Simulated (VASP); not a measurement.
Write the native input for VASP 6.6.1 that does the following.

```yaml
Task: single point
Functional: PBE
Potentials_or_basis: VASP PAW PBE potentials, release 64 (Be)
Cutoff: 600 eV
k_mesh: 13 × 13 × 13
Occupations: methfessel-paxton, width 0.1 eV
Spin: no spin polarisation
Dipole_correction: no
Further_INCAR_settings: ALGO = Normal; EDIFF = 1e-06; NBANDS = 7
```

The structure of Be lies in POSCAR:

```
Be
1.0
   -1.2155273700      1.2155273700      1.3318322882
    1.2155273700     -1.2155273700      1.3318322882
    1.2155273700      1.2155273700     -1.3318322882
Be
1
Direct
    0.0000000000      0.0000000000      0.0000000000
```

One way to write it, as run:

INCAR

```
PREC = Accurate
ENCUT = 600
EDIFF = 1E-6
ISMEAR = 1
SIGMA = 0.1
LREAL = F
LASPH = T
NELM = 120
ALGO = Normal
ISIF = 2
LWAVE = F
LCHARG = F
GGA = PE
NBANDS = 7
GGA_COMPAT = F
```

KPOINTS

```
Automatic mesh
0
Gamma
  13 13 13
```

Potentials or basis: VASP PAW PBE potentials, release 64 (Be).

Launch:

```console
$ cat potpaw_PBE.64/Be/POTCAR > POTCAR
$ mpirun -np 1 vasp_std > vasp.out
```

Results of the run:

* Pressure: -0.5 GPa
* Band gap on the k mesh: zero (band 1 reaches 9.79 eV, above the bottom of band 2 at 6.91 eV)

It took 16 s on 1 thread of Intel Xeon 8259CL, with other jobs on the host, peak memory 0.12 GiB.
